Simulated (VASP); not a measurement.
# Ga (I4/mmm) in VASP: a series of runs

Ga is run at these levels: PBE, PBE+D3(BJ), revPBE; tasks: single point.

All numbers are computed with VASP 6.6.1; they aren't measurements. Logs are shortened: lines on timing, memory, paths and dates and some standing lists are left out, and cuts for length are marked.

### Step 1. The cell of the first run

Symmetry: I4/mmm, No. 139, tetragonal system. Conventional cell: a = 2.769 Å, b = 2.769 Å, c = 4.622 Å, α = 90.00°, β = 90.00°, γ = 90.00°. Within 3.6 Å of Ga (site symmetry 4/mmm) lie 12 Ga at 2.77 to 3.03 Å.

### Step 2. Single point, PBE

Contents of INCAR:

```
PREC = Accurate ; ENCUT = 520
EDIFF = 1E-6 ; ISMEAR = 0
SIGMA = 0.024 ; LREAL = False
LASPH = True ; NELM = 100
ALGO = Normal ; ISIF = 2
LWAVE = False ; LCHARG = False
GGA = PE ; NBANDS = 12
```

Contents of KPOINTS:

```
regular mesh
0
Gamma
  13 13 13
```

Contents of POSCAR:

```
Ga
1.0
   -1.3843987196      1.3843987196      2.3112238365
    1.3843987196     -1.3843987196      2.3112238365
    1.3843987196      1.3843987196     -2.3112238365
Ga
1
Direct
    0.0000000000      0.0000000000      0.0000000000
```

Potentials or basis: VASP PAW PBE potentials, release 64 (Ga_d).

Command:

```sh
$ cat potpaw_PBE.64/Ga_d/POTCAR > POTCAR
$ mpirun -np 1 vasp_std > vasp.out
```

OUTCAR:

```text
PREC = Accurate
   ENCUT = 520
   EDIFF = 1E-6
   ISMEAR = 0
   LREAL = False
   LASPH = True
   NELM = 100
   ISIF = 2
   GGA = PE

 ion  position               nearest neighbor table
   1  0.000  0.000  0.000-

  LATTYP: Found a body centered tetragonal cell.
 ALAT       =     2.7687974392
 C/A-ratio  =     1.6694784557

  Lattice vectors:

 A1 = (  -1.3843987196,   1.3843987196,   2.3112238365)
 A2 = (   1.3843987196,  -1.3843987196,   2.3112238365)
 A3 = (   1.3843987196,   1.3843987196,  -2.3112238365)

Analysis of symmetry for initial positions (statically):
=====================================================================
 Subroutine PRICEL returns:
 Original cell was already a primitive cell.

 Routine SETGRP: Setting up the symmetry group for a
 body centered tetragonal supercell.

 Subroutine GETGRP returns: Found 16 space group operations
 (whereof 16 operations were pure point group operations)
 out of a pool of 16 trial point group operations.

The static configuration has the point symmetry D_4h.

Analysis of symmetry for dynamics (positions and initial velocities):
=====================================================================
 Subroutine PRICEL returns:
 Original cell was already a primitive cell.

 Routine SETGRP: Setting up the symmetry group for a
 body centered tetragonal supercell.

 Subroutine GETGRP returns: Found 16 space group operations
 (whereof 16 operations were pure point group operations)
 out of a pool of 16 trial point group operations.

The dynamic configuration has the point symmetry D_4h.

 Subroutine INISYM returns: Found 16 space group operations
 (whereof 16 operations are pure point group operations),
 and found     1 'primitive' translations

----------------------------------------------------------------------------------------

                                     Primitive cell

  volume of cell :      17.7184

  direct lattice vectors                    reciprocal lattice vectors
    -1.384398720  1.384398720  2.311223836     0.000000000  0.361167627  0.216335602
     1.384398720 -1.384398720  2.311223836     0.361167627  0.000000000  0.216335602
     1.384398720  1.384398720 -2.311223836     0.361167627  0.361167627  0.000000000

  length of vectors
     3.029005654  3.029005654  3.029005654     0.421002550  0.421002550  0.510768156

  position of ions in fractional coordinates (direct lattice)
     0.000000000  0.000000000  0.000000000

  ion indices of the primitive-cell ions
[... 75 lines left out ...]
   LREAL  =      F    real-space projection
   EDIFFG = 0.1E-04   stopping-criterion for IOM
   NSW    =      0    number of steps for IOM
   IBRION =     -1    ionic relax: 0-MD 1-quasi-New 2-CG
   NFREE  =      0    steps in history (QN), initial steepest desc. (CG)
   ISIF   =      2    stress and relaxation
   ISYM   =      2    0-nonsym 1-usesym 2-fastsym
   POTIM  = 0.5000    time-step for ionic-motion
   TEBEG  =    0.0;   TEEND  =   0.0 temperature during run
   PSTRESS=    0.0 pullay stress
   NELECT =      13.0000    total number of electrons
   NUPDOWN=      -1.0000    fix difference up-down
   EMIN   =  10.00;   EMAX   =-10.00  energy-range for DOS
   EFERMI =   0.00;   METHOD = LEGACY
   ISMEAR =     0;   SIGMA  =   0.02  broadening in eV -4-tet -1-fermi 0-gaus
   EFERMI_NEDOS =   21; number of points for ismear=-14 and -15
   IALGO  =     38    algorithm
   IMIX   =      4    mixing-type and parameters
     AMIX     =   0.40;   BMIX     =  1.00
     AMIX_MAG =   1.60;   BMIX_MAG =  1.00
  volume/ion in A,a.u.               =      17.72       119.57
  Fermi-wavevector in a.u.,A,eV,Ry     =   1.476549  2.790273 29.663375  2.180197
  Thomas-Fermi vector in A             =   2.591062
   LORBIT       =      0    0 simple, 1 ext, 2 COOP (PROOUT), +10 PAW based schemes
   GGA     = PE    functional components
   LHFCALC =     F    Hartree Fock is set to
   AEXX    =    0.0000 exact exchange contribution
   IVDW    =     0    specifies the selected vdW correction
   LEPSILON=     F    determine dielectric tensor
   LRPA    =     F    only Hartree local field effects (RPA)
 non-spin polarized calculation
 Gauss-broadening in eV      SIGMA  =   0.02
  energy-cutoff  :      520.00
  volume of cell :       17.72
 maximum number of plane-waves:       487
   NGX = 11   NGY = 11   NGZ = 11

 number of electron      12.9999997 magnetization

 Free energy of the ion-electron system (eV)
  ---------------------------------------------------
  ext. energy  EPLUGINS =         0.00000000
  ---------------------------------------------------
  free energy    TOTEN  =        -2.87482794 eV

  energy without entropy =       -2.87477492  energy(sigma->0) =       -2.87480143

 E-fermi :   6.0999     XC(G=0): -11.3349

 val. band max:        6.0784432060   @ k =  -0.1538  -0.3846   0.0769
 cond. band min:       6.1386634804   @ k =  -0.3077  -0.3846   0.0769
 fundamental gap:      0.0602202744
 Fermi energy:         6.0999024625

 k-point     1 :       0.0000    0.0000    0.0000
  band No.  band energies     occupation
      1      -8.9580      2.00000
      2      -8.8002      2.00000
      3      -8.7642      2.00000
      4      -8.7642      2.00000
      5      -8.6004      2.00000
      6      -5.3860      2.00000
      7      18.8457      0.00000
      8      19.1542      0.00000
      9      19.1542      0.00000
     10      22.5183      0.00000
     11      22.7284      0.00000
     12      23.4639      0.00000
[... 331 lines left out ...]
 k-point    24 :       0.4615    0.1538   -0.0000
  band No.  band energies     occupation
      1      -8.9036      2.00000
      2      -8.8369      2.00000
      3      -8.7694      2.00000
      4      -8.6524      2.00000
      5      -8.5557      2.00000
      6       1.7650      2.00000
      7       2.5843      2.00000
      8      12.6466      0.00000
      9      14.4245      0.00000
     10      18.2809      0.00000
     11      20.6414      0.00000
     12      26.9775      0.00000

 [... further k-points ...]
[... 5 lines left out ...]
  --------------------------------------------------------------------------------------
  -------------------------------------------------------------------------------------
  Total        0.3960764      0.3960764      0.3862534      0.0000000      0.0000000      0.0000000
  in kB       35.8150203     35.8150203     34.9267750      0.0000000      0.0000000      0.0000000
  external PRESSURE =      35.5189386 kB  Pullay stress =       0.0000000 kB

 VOLUME and BASIS-vectors are now :
 -----------------------------------------------------------------------------
  energy-cutoff  :      520.00
  volume of cell :       17.72
      direct lattice vectors                 reciprocal lattice vectors
    -1.384398720  1.384398720  2.311223836     0.000000000  0.361167627  0.216335602
     1.384398720 -1.384398720  2.311223836     0.361167627  0.000000000  0.216335602
     1.384398720  1.384398720 -2.311223836     0.361167627  0.361167627  0.000000000

 POSITION                                       TOTAL-FORCE (eV/Angst)
 -----------------------------------------------------------------------------------
      0.00000      0.00000      0.00000         0.000000      0.000000      0.000000
 -----------------------------------------------------------------------------------
    total drift:                                0.000000      0.000000     -0.000000

  FREE ENERGIE OF THE ION-ELECTRON SYSTEM (eV)
  ---------------------------------------------------
  free  energy   TOTEN  =        -2.8748279392 eV

  energy  without entropy=       -2.8747749248  energy(sigma->0) =       -2.87480143
```

Wall time 11 s (1 thread of Intel Xeon 6975P-C (Granite Rapids), shared host); peak memory 0.16 GiB.

Results:

```
Free energy : -2.8748 eV
Pressure    : 3.6 GPa
```

Stress tensor (GPa, compression positive):
```
3.58 0.00 0.00
0.00 3.58 0.00
0.00 0.00 3.49
```

### Step 3. Single point, PBE

Contents of INCAR:

```
ALGO = Normal ; EDIFF = 1E-6
ENCUT = 520 ; GGA = PE
ISIF = 2 ; ISMEAR = 0
LASPH = T ; LCHARG = F
LREAL = F ; LWAVE = F
NBANDS = 12 ; NELM = 60
PREC = Accurate ; SIGMA = 0.025
```

Contents of KPOINTS:

```
k-points
0
Gamma
  13 13 13
```

POSCAR is that of step 2.

Potentials or basis: VASP PAW PBE potentials, release 64 (Ga_d).

Command:

```sh
$ cat potpaw_PBE.64/Ga_d/POTCAR > POTCAR
$ mpirun -np 1 vasp_std > vasp.out
```

Wall time 11 s (1 thread of Intel Xeon 6975P-C (Granite Rapids), shared host); peak memory 0.16 GiB.

The run converged. Its results:

```yaml
Free_energy: -2.8748 eV
Pressure: 3.6 GPa
```

Stress tensor (GPa, compression positive):
```
3.58 0.00 0.00
0.00 3.58 0.00
0.00 0.00 3.49
```

Levels at points of the mesh, in eV from the Fermi level:
| k point | band 2 | band 3 | band 4 | band 5 | band 6 | band 7 | band 8 | band 9 | band 10 | band 11 |
| --- | --- | --- | --- | --- | --- | --- | --- | --- | --- | --- |
| (0.00, 0.00, 0.00) | -14.90 | -14.86 | -14.86 | -14.70 | -11.49 | 12.75 | 13.05 | 13.05 | 16.42 | 16.63 |

### Step 4. Single point, PBE

Contents of INCAR:

```
SYSTEM = Ga
PREC = Accurate
ENCUT = 520
EDIFF = 1E-7
ISMEAR = 0
SIGMA = 0.026000000000000002
LREAL = .False.
LASPH = .True.
NELM = 100
ALGO = Fast
ISIF = 2
LWAVE = .False.
LCHARG = .True.
GGA = PE
LELF = .True.
LVHAR = .True.
NBANDS = 12
```

Contents of KPOINTS:

```
regular mesh
0
Gamma
  13 13 13
  0 0 0
```

POSCAR is that of step 3.

Command:

```sh
$ cat potpaw_PBE.64/Ga_d/POTCAR > POTCAR
$ mpirun -np 1 vasp_std > vasp.out
```

It took 16 s on 1 thread of Intel Xeon 6975P-C (Granite Rapids), shared host; peak memory 0.16 GiB.

Results (log left out):

* Free energy: -2.8748 eV
* Pressure: 3.4 GPa

Stress tensor (GPa, compression positive):
```
3.44 0.00 0.00
0.00 3.44 0.00
0.00 0.00 3.35
```

Levels at points of the mesh, in eV from the Fermi level:
```
           k point  band 4  band 5  band 6  band 7  band 8  band 9
(0.00, 0.00, 0.00)  -14.86  -14.70  -11.49   12.74   13.05   13.05
```

(Continued in part 2 of 2.)
